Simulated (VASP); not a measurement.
Input of a VASP 6.6.1 run:

POSCAR

```
ZnSe
1.0
    0.0000000000      2.3204156273      2.3204156273
    2.3204156273      0.0000000000      2.3204156273
    2.3204156273      2.3204156273      0.0000000000
Zn Se
1 1
Direct
    0.0000000000      0.0000000000      0.0000000000
    0.2500000000      0.2500000000      0.2500000000
```

File INCAR.step1:

```
SYSTEM = ZnSe
ALGO = Normal
EDIFF = 1E-4
ENCUT = 520
GGA = PE
ISMEAR = -1
LASPH = .TRUE.
LCHARG = .FALSE.
LREAL = .FALSE.
LWAVE = .TRUE.
NBANDS = 16
NELM = 60
PREC = Accurate
SIGMA = 0.05
```

File INCAR.step2:

```
SYSTEM = ZnSe
ALGO = Normal
EDIFF = 1E-6
ENCUT = 520
ISIF = 2
ISMEAR = -1
ISTART = 1
LASPH = .TRUE.
LCHARG = .FALSE.
LMIXTAU = .TRUE.
LREAL = .FALSE.
LWAVE = .FALSE.
METAGGA = R2SCAN
NBANDS = 16
NELM = 60
PREC = Accurate
SIGMA = 0.05
```

The input KPOINTS:

```
k-points
0
G
  11 11 11
  0 0 0
```

Potentials or basis: VASP PAW PBE potentials, release 64 (Zn, Se).

Run with:

```bash
$ cat potpaw_PBE.64/Zn/POTCAR potpaw_PBE.64/Se/POTCAR > POTCAR
$ cp INCAR.step1 INCAR
$ mpirun -np 1 vasp_std > vasp.out
$ cp INCAR.step2 INCAR
$ mpirun -np 1 vasp_std > vasp.out
```

**Question.** What does it give for the pressure?

**Answer.** 150.4 GPa.

**Question.** Predict the band gap on the k mesh.

**Answer.** 1.33 eV, indirect (least direct gap 4.82 eV).

Caveat: the PAW data sets were made with another functional, which shifts forces and pressure a little. A k mesh can miss the band edges.
